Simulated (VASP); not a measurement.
A run of VASP 6.6.1 is set up as follows.

Contents of INCAR:

```
SYSTEM = HfO2
ALGO = Normal
EDIFF = 1E-7
EDIFFG = -0.01
ENCUT = 600
GGA = PE
GGA_COMPAT = .FALSE.
IBRION = 2
ISIF = 3
ISMEAR = 1
LASPH = .TRUE.
LCHARG = .FALSE.
LREAL = .FALSE.
LWAVE = .FALSE.
NELM = 120
NELMIN = 4
NSW = 80
PREC = Accurate
PSTRESS = 80.0
SIGMA = 0.1
```

The input KPOINTS:

```
k-points
0
G
  8 8 8
  0 0 0
```

File POSCAR:

```
HfO2
1.0
    0.0000000000      2.5575000000      2.5575000000
    2.5575000000      0.0000000000      2.5575000000
    2.5575000000      2.5575000000      0.0000000000
Hf O
1 2
Direct
    0.0000000000      0.0000000000      0.0000000000
    0.2500000000      0.2500000000      0.2500000000
    0.7500000000      0.7500000000      0.7500000000
```

Potentials or basis: VASP PAW PBE potentials, release 64 (Hf_pv, O).

Run with:

```bash
$ cat potpaw_PBE.64/Hf_pv/POTCAR potpaw_PBE.64/O/POTCAR > POTCAR
$ mpirun -np 1 vasp_std > vasp.out
```

Task: What does it give for the band gap on the k mesh?

Result: 3.88 eV.

Task: Estimate the relaxed volume.

Result: 10.55 Å³/atom.

Task: Estimate the space group after relaxing (to 0.1 Å).

Result: Fm-3m (No. 225).

Task: What does it give for the relaxed cell?

Result: a = 3.550 Å, b = 3.550 Å, c = 3.550 Å, α = 60.00°, β = 60.00°, γ = 60.00°.

Final structure:
```xyz
3
Lattice="0.0000 2.5104 2.5104 2.5104 0.0000 2.5104 2.5104 2.5104 0.0000" Properties=species:S:1:pos:R:3 pbc="T T T"
Hf    5.0207    5.0207    5.0207
O     1.2552    1.2552    1.2552
O     3.7656    3.7656    3.7656
```

Caveat: the cell is relaxed towards a set pressure, so the run minimises the enthalpy, not the energy; spin-orbit coupling is left out, which moves the levels of the heavy elements. A k mesh can miss the band edges.
